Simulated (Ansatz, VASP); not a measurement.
This is a calculation of CaSe for Ansatz 0.2.0.

input.yaml

```yaml
crystal:
  lattice:
    - [0.0, 2.9948991977, 2.9948991977]
    - [2.9948991977, 0.0, 2.9948991977]
    - [2.9948991977, 2.9948991977, 0.0]
  atoms:
    - { symbol: Se, position: [0.5, 0.5, 0.5] }
    - { symbol: Ca, position: [0.0, 0.0, 0.0] }
hamiltonian:
  xc: lda
  pseudopotentials: { kind: paw }
kpoints:
  mp_grid: { grid: [8, 8, 8] }
scf:
  occupations: { method: fermi_dirac, width: 0.05 }
output:
  forces: true
  stress: true
  eigenvalues: true
```

Potentials or basis: Ansatz PAW.

Run with:

```console
$ ansatz run input.yaml --threads 1 --pin off --max-ram 3584MiB --backend cpu --events-out ev --progress --plain --runs-dir out
```

Problem. Set up the same calculation for VASP 6.6.1. Potentials there: VASP PAW LDA potentials, release 64 (Se, Ca_sv).

Solution. As run (the cutoff follows the program's own potentials):

The input INCAR:

```
SYSTEM = CaSe
PREC     = Accurate       ! precision mode
ENCUT    = 520            ! plane-wave cutoff, eV
EDIFF    = 1E-7           ! SCF threshold, eV
ISMEAR   = -1             ! smearing method
SIGMA    = 0.05           ! smearing width, eV
LREAL    = .False.        ! projectors in reciprocal space
LASPH    = .True.         ! aspherical terms in the spheres
NELM     = 80             ! most SCF steps
ALGO     = Normal         ! electronic algorithm
ISIF     = 2              ! what is computed and relaxed
LWAVE    = .False.        ! write WAVECAR
LCHARG   = .True.         ! write CHGCAR
GGA      = CA             ! functional
LELF     = .True.         ! ELF
LVHAR    = .True.       
NBANDS   = 15             ! bands
```

File KPOINTS:

```
Automatic mesh
0
Gamma
  8 8 8
  0 0 0
```

File POSCAR:

```
CaSe
1.0
    0.0000000000      2.9948991977      2.9948991977
    2.9948991977      0.0000000000      2.9948991977
    2.9948991977      2.9948991977      0.0000000000
Se Ca
1 1
Direct
    0.5000000000      0.5000000000      0.5000000000
    0.0000000000      0.0000000000      0.0000000000
```

Potentials or basis: VASP PAW LDA potentials, release 64 (Se, Ca_sv).

Command:

```console
$ cat potpaw_LDA.64/Se/POTCAR potpaw_LDA.64/Ca_sv/POTCAR > POTCAR
$ mpirun -np 1 vasp_std > vasp.out
```

Both were run:

|  | VASP | Ansatz | Ansatz less VASP |
| --- | --- | --- | --- |
| gap on the k mesh at the Fermi level (eV) | 1.95 | 1.96 | +0.015 |
| least direct gap on the mesh (eV) | 2.86 | 2.87 | +0.014 |
| pressure (GPa) | -4.5 | -4.7 | -0.19 |

LDA's correlation is that of Perdew and Zunger in VASP and of Perdew and Wang (1992) in Ansatz. VASP's potentials hold 16 valence electrons a cell and Ansatz's 26, so a difference there can come from the potentials and not from the codes.
